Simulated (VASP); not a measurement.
## CoO: single point with PBE

CoO:

```
CELL_PARAMETERS angstrom
1.50547 0.86918 2.43993
-1.50547 0.86918 2.43993
0.00000 -1.73837 2.43993
ATOMIC_POSITIONS crystal
Co 0.00000 0.00000 0.00000
O 0.50000 0.50000 0.50000
```

```json
{
 "Program": "VASP 6.6.1",
 "Task": "single point",
 "Functional": "PBE",
 "Potentials or basis": "VASP PAW PBE potentials, release 64 (Co, O)",
 "Cutoff": "520 eV",
 "k mesh": "18 × 18 × 18",
 "Occupations": "gaussian, width 0.1 eV",
 "Spin": "collinear spin, ferromagnetic start",
 "Starting moments": "[0.5, 0.5] μB"
}
```

| Property | Result |
| --- | --- |
| Pressure | -0.6 GPa |
| Net moment | 2.89 μB per cell |
| Site moments | Co +2.54; O +0.29 μB |
| Valence electrons inside the program's atomic spheres | Co 7.81; O 4.98 |

Stress tensor (GPa, compression positive):
```
-0.39  0.00  0.00
 0.00 -0.39  0.00
 0.00  0.00 -0.90
```

Levels at points of the mesh, in eV from the Fermi level:
Spin up:
| k point | band 6 | band 7 | band 8 | band 9 | band 10 | band 11 | band 12 | band 13 |
| --- | --- | --- | --- | --- | --- | --- | --- | --- |
| (0.00, 0.00, 0.00) | -3.12 | -3.09 | -3.09 | -3.03 | 1.05 | 16.89 | 18.14 | 18.14 |
| (0.50, 0.00, 0.00) | -2.32 | -1.79 | 0.13 | 0.14 | 5.11 | 9.40 | 13.49 | 13.60 |
| (0.50, 0.50, 0.00) | -2.91 | -2.39 | -2.06 | -2.04 | 5.93 | 9.88 | 11.73 | 15.80 |
| (0.50, 0.50, 0.50) | -2.34 | -1.75 | 0.14 | 0.14 | 5.05 | 9.51 | 13.40 | 13.40 |
Spin down:
```tsv
k point	band 3	band 4	band 5	band 6	band 7	band 8	band 9	band 10
(0.00, 0.00, 0.00)	-2.61	-2.56	-1.12	-1.12	-1.10	0.05	0.05	1.58
(0.50, 0.00, 0.00)	-4.69	-4.64	-0.15	-0.13	0.18	2.71	2.73	5.39
(0.50, 0.50, 0.00)	-3.88	-3.83	-2.25	0.12	0.13	0.53	1.00	6.78
(0.50, 0.50, 0.50)	-4.71	-4.71	-0.11	-0.11	0.18	2.73	2.73	5.33
```

Run time: 8.5 min on 1 thread of Oxide Virtual Turin-like Processor, on a shared host, peak memory 0.37 GiB.

Caveat: a cell with one magnetic atom can't hold antiferromagnetic order, which such compounds often take; semilocal functionals often make such compounds metallic where correlation or magnetic order opens a gap, which also shifts bond lengths. With open d or f shells a metallic result of PBE can be an artefact of self-interaction; +U or a hybrid may open a gap.
